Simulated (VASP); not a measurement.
Here is a VASP 6.6.1 calculation.

The input INCAR:

```
  PREC = Accurate
  ENCUT = 520
  EDIFF = 1E-7
  ISMEAR = -1
  SIGMA = 0.08
  LREAL = False
  LASPH = True
  NELM = 60
  ALGO = Normal
  ISIF = 2
  LWAVE = False
  LCHARG = True
  GGA = PE
  LELF = True
  LVHAR = True
  NBANDS = 16
```

File KPOINTS:

```
regular mesh
0
Gamma
  15 15 15
```

Contents of POSCAR:

```
WC
1.0
    2.5131382161      0.0000000000      0.0000000000
    0.0000000000      2.5131382161      0.0000000000
    0.0000000000      0.0000000000      2.5131382161
W C
1 1
Direct
    0.0000000000      0.0000000000      0.0000000000
    0.5000000000      0.5000000000      0.5000000000
```

Potentials or basis: VASP PAW PBE potentials, release 64 (W_sv, C).

Launch:

```bash
$ cat potpaw_PBE.64/W_sv/POTCAR potpaw_PBE.64/C/POTCAR > POTCAR
$ mpirun -np 1 vasp_std > vasp.out
```

**Question.** What does it give for the band gap on the k mesh?

**Answer.** Zero (bands 9 and 10 overlap by 9.27 eV).

**Question.** Predict the pressure.

**Answer.** 154.4 GPa.

Caveat: the cell stands under pressure; spin-orbit coupling is left out, which moves the levels of the heavy elements.
